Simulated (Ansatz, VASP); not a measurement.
## TaBiO in VASP and in Ansatz

```
Ta Bi O
1.0
     3.03135    0.00000    0.00000
     0.00000    3.03135    0.00000
     0.00000    0.00000    6.16250
Ta Bi O
1 1 1
Cartesian
  1.5157 1.5157 3.0813
  0.0000 0.0000 0.0000
  0.0000 0.0000 3.0813
```

Alike in both runs: functional PBE; k mesh 16 × 16 × 8; occupations gaussian, width 0.1 eV; no spin polarisation.

Ansatz relaxed the structure, and its values are those at the end. VASP's run is a single point on that final structure, the one shown.

|  | VASP | Ansatz |
| --- | --- | --- |
| version | VASP 6.6.1 | Ansatz 0.2.0 |
| potentials or method | VASP PAW PBE potentials, release 64 (Ta_pv, Bi_d, O), cutoff 520 eV | scalar-relativistic, plane waves, PAW |
| valence electrons in the cell | 32 | 34 |

|  | VASP | Ansatz | Ansatz less VASP |
| --- | --- | --- | --- |
| gap on the k mesh at the Fermi level (eV) | none | none | - |
| pressure (GPa) | 0.1 | 0.0 | -0.13 |

A gap of «none» marks a metal or a gap that the smearing closes. VASP's potentials hold 32 valence electrons a cell and Ansatz's 34, so a difference there can come from the potentials and not from the codes.

Spin-orbit coupling is off throughout.
